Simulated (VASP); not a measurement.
# InPd (Pm-3m) in VASP: further runs

Runs on InPd. Level: r2SCAN. Tasks: single point, relaxation of cell and atoms.

Program: VASP 6.6.1. These are calculated values, not measurements. Logs are shortened: lines on timing, memory, paths and dates and some standing lists are left out, and cuts for length are marked.

**1. The cell of the first run**

Symmetry: Pm-3m, No. 221, cubic system. The conventional cell has a = 3.267 Å, b = 3.267 Å, c = 3.267 Å, α = 90.00°, β = 90.00°, γ = 90.00°. Within 3.7 Å of In (site symmetry m-3m) lie 8 Pd at 2.83 Å and 6 In at 3.27 Å. Within 3.7 Å of Pd (site symmetry m-3m) lie 8 In at 2.83 Å and 6 Pd at 3.27 Å.

**2. Single point, r2SCAN**

The input, POSCAR:

```
InPd
1.0
    3.2670047909      0.0000000000      0.0000000000
    0.0000000000      3.2670047909      0.0000000000
    0.0000000000      0.0000000000      3.2670047909
In Pd
1 1
Direct
    0.0000000000      0.0000000000      0.0000000000
    0.5000000000      0.5000000000      0.5000000000
```

The input, INCAR.step1:

```
ALGO = Normal ; EDIFF = 1E-5
ENCUT = 550 ; GGA = PE
GGA_COMPAT = F ; ISMEAR = 0
LASPH = T ; LCHARG = F
LREAL = F ; LWAVE = T
NBANDS = 18 ; NELM = 120
PREC = Accurate ; SIGMA = 0.05
```

The input, INCAR.step2:

```
ALGO = Normal ; EDIFF = 1E-6
ENCUT = 550 ; GGA_COMPAT = F
ISIF = 2 ; ISMEAR = 0
ISTART = 1 ; LASPH = T
LCHARG = T ; LELF = T
LMIXTAU = T ; LREAL = F
LVHAR = T ; LWAVE = F
METAGGA = R2SCAN ; NBANDS = 18
NELM = 120 ; PREC = Accurate
SIGMA = 0.05
```

The input, KPOINTS:

```
k-points
0
Gamma
  8 8 8
```

Potentials or basis: VASP PAW PBE potentials, release 64 (In_d, Pd).

On the command line:

```console
$ cat potpaw_PBE.64/In_d/POTCAR potpaw_PBE.64/Pd/POTCAR > POTCAR
$ cp INCAR.step1 INCAR
$ mpirun -np 1 vasp_std > vasp.out
$ cp INCAR.step2 INCAR
$ mpirun -np 1 vasp_std > vasp.out
```

OUTCAR:

```text
EDIFF = 1E-6
   ENCUT = 550
   ISIF = 2
   ISMEAR = 0
   ISTART = 1
   LASPH = T
   LREAL = F
   METAGGA = R2SCAN
   NELM = 120
   PREC = Accurate

 ion  position               nearest neighbor table
   1  0.000  0.000  0.000-   2 2.83   2 2.83   2 2.83   2 2.83   2 2.83   2 2.83   2 2.83   2 2.83

   2  0.500  0.500  0.500-   1 2.83   1 2.83   1 2.83   1 2.83   1 2.83   1 2.83   1 2.83   1 2.83

  LATTYP: Found a simple cubic cell.
 ALAT       =     3.2670047909

  Lattice vectors:

 A1 = (   3.2670047909,   0.0000000000,   0.0000000000)
 A2 = (   0.0000000000,   3.2670047909,   0.0000000000)
 A3 = (   0.0000000000,   0.0000000000,   3.2670047909)

Analysis of symmetry for initial positions (statically):
=====================================================================
 Subroutine PRICEL returns:
 Original cell was already a primitive cell.

 Routine SETGRP: Setting up the symmetry group for a
 simple cubic supercell.

 Subroutine GETGRP returns: Found 48 space group operations
 (whereof 48 operations were pure point group operations)
 out of a pool of 48 trial point group operations.

The static configuration has the point symmetry O_h .

Analysis of symmetry for dynamics (positions and initial velocities):
=====================================================================
 Subroutine PRICEL returns:
 Original cell was already a primitive cell.

 Routine SETGRP: Setting up the symmetry group for a
 simple cubic supercell.

 Subroutine GETGRP returns: Found 48 space group operations
 (whereof 48 operations were pure point group operations)
 out of a pool of 48 trial point group operations.

The dynamic configuration has the point symmetry O_h .

 Subroutine INISYM returns: Found 48 space group operations
 (whereof 48 operations are pure point group operations),
 and found     1 'primitive' translations

----------------------------------------------------------------------------------------

                                     Primitive cell

  volume of cell :      34.8698

  direct lattice vectors                    reciprocal lattice vectors
     3.267004791  0.000000000  0.000000000     0.306090766  0.000000000  0.000000000
     0.000000000  3.267004791  0.000000000     0.000000000  0.306090766  0.000000000
     0.000000000  0.000000000  3.267004791     0.000000000  0.000000000  0.306090766

  length of vectors
     3.267004791  3.267004791  3.267004791     0.306090766  0.306090766  0.306090766

  position of ions in fractional coordinates (direct lattice)
     0.000000000  0.000000000  0.000000000
     0.500000000  0.500000000  0.500000000

  ion indices of the primitive-cell ions
   primitive index   ion index
                 1           1
                 2           2

----------------------------------------------------------------------------------------

 KPOINTS: k-points

Automatic generation of k-mesh.
 Grid dimensions read from file:
 generate k-points for:    8    8    8

 Generating k-lattice:

  Cartesian coordinates                     Fractional coordinates (reciprocal lattice)
     0.038261346  0.000000000  0.000000000     0.125000000  0.000000000  0.000000000
     0.000000000  0.038261346  0.000000000     0.000000000  0.125000000  0.000000000
     0.000000000  0.000000000  0.038261346     0.000000000  0.000000000  0.125000000

  Length of vectors
     0.038261346  0.038261346  0.038261346

  Shift w.r.t. Gamma in fractional coordinates (k-lattice)
     0.000000000  0.000000000  0.000000000

 Subroutine IBZKPT returns following result:
 ===========================================

 Found     35 irreducible k-points:

 Following reciprocal coordinates:
            Coordinates               Weight
  0.000000  0.000000  0.000000      1.000000
  0.125000  0.000000  0.000000      6.000000
  0.250000  0.000000  0.000000      6.000000
  0.375000  0.000000  0.000000      6.000000
  0.500000  0.000000  0.000000      3.000000
  0.125000  0.125000  0.000000     12.000000
[... 16 lines left out ...]
  0.375000  0.375000  0.125000     24.000000
  0.500000  0.375000  0.125000     24.000000
 [... further k-points ...]
   k-points           NKPTS =     35   k-points in BZ     NKDIM =     35   number of bands    NBANDS=     18
   number of dos      NEDOS =    301   number of ions     NIONS =      2
   total plane-waves  NPLWV =  21952
   dimension x,y,z NGX =    28 NGY =   28 NGZ =   28
   dimension x,y,z NGXF=    56 NGYF=   56 NGZF=   56
   ions per type =               1   1
   NGX,Y,Z   is equivalent  to a cutoff of  14.25, 14.25, 14.25 a.u.
   NGXF,Y,Z  is equivalent  to a cutoff of  28.50, 28.50, 28.50 a.u.
 SYSTEM =  unknown system
   PREC   = accura    normal or accurate (medium, high low for compatibility)
   ISTART =      1    job   : 0-new  1-cont  2-samecut
   ICHARG =      0    charge: 1-file 2-atom 10-const
   ISPIN  =      1    spin polarized calculation?
   LNONCOLLINEAR =      F non collinear calculations
   LSORBIT =      F    spin-orbit coupling
   LASPH  =      T    aspherical Exc in radial PAW
   ENCUT  =  550.0 eV  40.42 Ry    6.36 a.u.   6.25  6.25  6.25*2*pi/ulx,y,z
   NELM   =    120;   NELMIN=  2; NELMDL=  0     # of ELM steps
   EDIFF  = 0.1E-05   stopping-criterion for ELM
   LREAL  =      F    real-space projection
   EDIFFG = 0.1E-04   stopping-criterion for IOM
   NSW    =      0    number of steps for IOM
   IBRION =     -1    ionic relax: 0-MD 1-quasi-New 2-CG
   NFREE  =      0    steps in history (QN), initial steepest desc. (CG)
   ISIF   =      2    stress and relaxation
   ISYM   =      2    0-nonsym 1-usesym 2-fastsym
   POTIM  = 0.5000    time-step for ionic-motion
   TEBEG  =    0.0;   TEEND  =   0.0 temperature during run
   PSTRESS=    0.0 pullay stress
   NELECT =      23.0000    total number of electrons
   NUPDOWN=      -1.0000    fix difference up-down
   EMIN   =  10.00;   EMAX   =-10.00  energy-range for DOS
   EFERMI =   0.00;   METHOD = LEGACY
   ISMEAR =     0;   SIGMA  =   0.05  broadening in eV -4-tet -1-fermi 0-gaus
   EFERMI_NEDOS =   21; number of points for ismear=-14 and -15
   IALGO  =     38    algorithm
   IMIX   =      4    mixing-type and parameters
     AMIX     =   0.40;   BMIX     =  1.00
     AMIX_MAG =   1.60;   BMIX_MAG =  1.00
  volume/ion in A,a.u.               =      17.43       117.66
  Fermi-wavevector in a.u.,A,eV,Ry     =   1.425064  2.692980 27.630808  2.030807
  Thomas-Fermi vector in A             =   2.545488
   LORBIT       =      0    0 simple, 1 ext, 2 COOP (PROOUT), +10 PAW based schemes
   METAGGA = R2SCAN    functional components
   LHFCALC =     F    Hartree Fock is set to
   AEXX    =    0.0000 exact exchange contribution
   IVDW    =     0    specifies the selected vdW correction
   LEPSILON=     F    determine dielectric tensor
   LRPA    =     F    only Hartree local field effects (RPA)
 non-spin polarized calculation
 Gauss-broadening in eV      SIGMA  =   0.05
  energy-cutoff  :      550.00
  volume of cell :       34.87
 maximum number of plane-waves:      1064
 NGX is ok and might be reduce to    28
   NGX = 13   NGY = 13   NGZ = 13

 number of electron      23.0000010 magnetization

 Free energy of the ion-electron system (eV)
  ---------------------------------------------------
  ext. energy  EPLUGINS =         0.00000000
  ---------------------------------------------------
  free energy    TOTEN  =       -46.64168291 eV

  energy without entropy =      -46.63800923  energy(sigma->0) =      -46.63984607

 E-fermi :  10.3622     XC(G=0): -13.2762

 val. band max:       10.3484242673   @ k =   0.3750   0.2500   0.1250
 cond. band min:      10.7397643276   @ k =   0.5000   0.5000   0.5000
 fundamental gap:      0.3913400603
 Fermi energy:        10.3622358433

 k-point     1 :       0.0000    0.0000    0.0000
  band No.  band energies     occupation
      1      -5.1036      2.00000
      2      -5.1036      2.00000
      3      -4.6735      2.00000
      4      -4.6735      2.00000
      5      -4.6735      2.00000
      6      -0.0169      2.00000
[... 10 lines left out ...]
     17      21.3922      0.00000
     18      27.2736      0.00000

 k-point     2 :       0.1250    0.0000    0.0000
  band No.  band energies     occupation
      1      -5.0946      2.00000
      2      -5.0491      2.00000
      3      -4.6900      2.00000
      4      -4.6900      2.00000
      5      -4.6685      2.00000
      6       0.2437      2.00000
[... 10 lines left out ...]
     17      23.1127      0.00000
     18      26.7017      0.00000

 k-point     3 :       0.2500    0.0000    0.0000
  band No.  band energies     occupation
      1      -5.0725      2.00000
      2      -4.9182      2.00000
      3      -4.7298      2.00000
      4      -4.7298      2.00000
      5      -4.6566      2.00000
      6       1.0194      2.00000
[... 10 lines left out ...]
     17      25.7800      0.00000
     18      26.1686      0.00000

 k-point     4 :       0.3750    0.0000    0.0000
  band No.  band energies     occupation
      1      -5.0504      2.00000
      2      -4.7881      2.00000
      3      -4.7692      2.00000
      4      -4.7692      2.00000
      5      -4.6446      2.00000
      6       2.2747      2.00000
[... 10 lines left out ...]
     17      23.7749      0.00000
     18      23.7749      0.00000

 k-point     5 :       0.5000    0.0000    0.0000
  band No.  band energies     occupation
      1      -5.0412      2.00000
      2      -4.7854      2.00000
      3      -4.7854      2.00000
      4      -4.7346      2.00000
      5      -4.6397      2.00000
      6       3.6855      2.00000
[... 10 lines left out ...]
     17      21.7113      0.00000
     18      22.0866      0.00000

 k-point     6 :       0.1250    0.1250    0.0000
  band No.  band energies     occupation
      1      -5.0644      2.00000
      2      -5.0161      2.00000
      3      -4.7106      2.00000
      4      -4.6948      2.00000
      5      -4.6785      2.00000
      6       0.5015      2.00000
[... 10 lines left out ...]
     17      23.3471      0.00000
     18      25.6224      0.00000

 k-point     7 :       0.2500    0.1250    0.0000
  band No.  band energies     occupation
      1      -5.0367      2.00000
      2      -4.8919      2.00000
      3      -4.7592      2.00000
      4      -4.7325      2.00000
      5      -4.6761      2.00000
      6       1.2642      2.00000
[... 10 lines left out ...]
     17      23.6706      0.00000
     18      25.8924      0.00000

 k-point     8 :       0.3750    0.1250    0.0000
  band No.  band energies     occupation
      1      -5.0156      2.00000
      2      -4.8069      2.00000
      3      -4.7737      2.00000
      4      -4.7616      2.00000
      5      -4.6697      2.00000
      6       2.4810      2.00000
[... 10 lines left out ...]
     17      23.5675      0.00000
     18      23.9419      0.00000
[... 229 lines left out ...]
     17      24.1803      0.00000
     18      24.5274      0.00000

 k-point    20 :       0.2500    0.2500    0.1250
  band No.  band energies     occupation
      1      -4.9252      2.00000
      2      -4.8260      2.00000
      3      -4.7927      2.00000
      4      -4.7648      2.00000
      5      -4.7474      2.00000
      6       2.1755      2.00000
[... 10 lines left out ...]
     17      23.7903      0.00000
     18      23.8950      0.00000

 k-point    21 :       0.3750    0.2500    0.1250
  band No.  band energies     occupation
      1      -4.9018      2.00000
      2      -4.8907      2.00000
      3      -4.8096      2.00000
      4      -4.7554      2.00000
      5      -4.6668      2.00000
      6       3.1813      2.00000
[... 10 lines left out ...]
     17      23.6076      0.00000
     18      24.7275      0.00000

 k-point    22 :       0.5000    0.2500    0.1250
  band No.  band energies     occupation
      1      -4.9216      2.00000
      2      -4.8909      2.00000
      3      -4.8295      2.00000
      4      -4.7560      2.00000
      5      -4.6125      2.00000
      6       3.9306      2.00000
[... 10 lines left out ...]
     17      23.5182      0.00000
     18      25.5480      0.00000

 k-point    23 :       0.3750    0.3750    0.1250
  band No.  band energies     occupation
      1      -4.9718      2.00000
      2      -4.8593      2.00000
      3      -4.8203      2.00000
      4      -4.8095      2.00000
      5      -4.5562      2.00000
      6       3.8098      2.00000
[... 10 lines left out ...]
     17      21.9699      0.00000
     18      24.3167      0.00000

 k-point    24 :       0.5000    0.3750    0.1250
  band No.  band energies     occupation
      1      -5.0034      2.00000
      2      -4.8492      2.00000
      3      -4.8388      2.00000
      4      -4.8174      2.00000
      5      -4.5044      2.00000
      6       4.1280      2.00000
[... 10 lines left out ...]
     17      22.1714      0.00000
     18      24.2693      0.00000

 [... further k-points ...]

------------------------ aborting loop because EDIFF is reached ----------------------------------------

  FORCE on cell =-STRESS in cart. coord.  units (eV):
  Direction    XX          YY          ZZ          XY          YZ          ZX
  --------------------------------------------------------------------------------------
  -------------------------------------------------------------------------------------
  Total        0.1235050      0.1235050      0.1235050     -0.0000000     -0.0000000     -0.0000000
  in kB        5.6747358      5.6747358      5.6747358     -0.0000000     -0.0000000     -0.0000000
  external PRESSURE =       5.6747358 kB  Pullay stress =       0.0000000 kB

 VOLUME and BASIS-vectors are now :
 -----------------------------------------------------------------------------
  energy-cutoff  :      550.00
  volume of cell :       34.87
      direct lattice vectors                 reciprocal lattice vectors
     3.267004791  0.000000000  0.000000000     0.306090766  0.000000000  0.000000000
     0.000000000  3.267004791  0.000000000     0.000000000  0.306090766  0.000000000
     0.000000000  0.000000000  3.267004791     0.000000000  0.000000000  0.306090766

 POSITION                                       TOTAL-FORCE (eV/Angst)
 -----------------------------------------------------------------------------------
      0.00000      0.00000      0.00000         0.000000      0.000000      0.000000
      1.63350      1.63350      1.63350         0.000000      0.000000      0.000000
 -----------------------------------------------------------------------------------
    total drift:                               -0.000000      0.000000      0.000000

  FREE ENERGIE OF THE ION-ELECTRON SYSTEM (eV)
  ---------------------------------------------------
  free  energy   TOTEN  =       -46.6416829108 eV

  energy  without entropy=      -46.6380092310  energy(sigma->0) =      -46.63984607
```

Wall time 58 s (1 thread of Intel Xeon Platinum 8488C (Sapphire Rapids), shared host); peak memory 0.17 GiB.

Results:

```
Free energy : -46.6417 eV
Pressure    : 0.6 GPa
```

Caveat: the PAW data sets were made with another functional, which shifts forces and pressure a little; spin-orbit coupling is left out, which moves the levels of the heavy elements.

**3. Relaxation of cell and atoms, r2SCAN**

This run uses another cell than the first one, of 17.51 Å³/atom, 1.004 times its volume.

The input, POSCAR:

```
InPd
1.0
    3.2718847800      0.0000000000      0.0000000000
    0.0000000000      3.2718847800      0.0000000000
    0.0000000000      0.0000000000      3.2718847800
In Pd
1 1
Direct
    0.0000000000      0.0000000000      0.0000000000
    0.5000000000      0.5000000000      0.5000000000
```

The input, INCAR.step1:

```
SYSTEM = InPd
ALGO = Normal ; EDIFF = 1E-5
EDIFFG = -0.005 ; ENCUT = 550
GGA = PE ; GGA_COMPAT = .False.
IBRION = 2 ; ISIF = 3
ISMEAR = 0 ; LASPH = .True.
LCHARG = .False. ; LREAL = .False.
LWAVE = .True. ; NELM = 120
NELMIN = 4 ; NSW = 100
PREC = Accurate ; SIGMA = 0.05
```

The input, INCAR.step2:

```
SYSTEM = InPd
ALGO = Normal ; EDIFF = 1E-7
EDIFFG = -0.001 ; ENCUT = 550
GGA_COMPAT = .False. ; IBRION = 2
ISIF = 3 ; ISMEAR = 0
ISTART = 1 ; LASPH = .True.
LCHARG = .False. ; LMIXTAU = .True.
LREAL = .False. ; LWAVE = .False.
METAGGA = R2SCAN ; NELM = 120
NELMIN = 4 ; NSW = 60
PREC = Accurate ; SIGMA = 0.05
```

The input, KPOINTS:

```
k-points
0
Gamma
  8 8 8
  0 0 0
```

Potentials or basis: VASP PAW PBE potentials, release 64 (In_d, Pd).

On the command line:

```console
$ cat potpaw_PBE.64/In_d/POTCAR potpaw_PBE.64/Pd/POTCAR > POTCAR
$ cp INCAR.step1 INCAR
$ mpirun -np 1 vasp_std > vasp.out
$ cp INCAR.step2 INCAR
$ mpirun -np 1 vasp_std > vasp.out
```

Run time: 2.1 min. Hardware: 1 thread of Intel Xeon Platinum 8488C (Sapphire Rapids), shared host; peak memory 0.17 GiB.

Results (log left out):

* Free energy: -46.6421 eV
* Relaxed volume: 17.51 Å³/atom
* Relaxed cell: a = 3.272 Å, b = 3.272 Å, c = 3.272 Å, α = 90.00°, β = 90.00°, γ = 90.00°
* Space group after relaxing (to 0.05 Å): Pm-3m (No. 221)
* Energy gained by relaxing: 0.0 meV/atom
* Ionic steps: 3
* Pressure after relaxing: 0.0 GPa

Final structure:
```xyz
2
Lattice="3.2715 0.0000 0.0000 0.0000 3.2715 0.0000 0.0000 0.0000 3.2715" Properties=species:S:1:pos:R:3 pbc="T T T"
In    0.0000    0.0000    0.0000
Pd    1.6358    1.6358    1.6358
```

Levels at points of the mesh, in eV from the Fermi level:
```csv
k point,band 10,band 11,band 12,band 13,band 14,band 15
"(0.00, 0.00, 0.00)",-2.27,-2.27,4.62,4.62,4.62,10.24
"(0.50, 0.00, 0.00)",-3.29,-2.35,-1.07,10.22,10.22,10.31
"(0.50, 0.50, 0.00)",-2.32,-2.32,-1.70,1.74,2.73,10.22
"(0.50, 0.50, 0.50)",-1.65,0.36,4.07,4.07,4.07,4.70
```

Caveat: the PAW data sets were made with another functional, which shifts forces and pressure a little; spin-orbit coupling is left out, which moves the levels of the heavy elements.
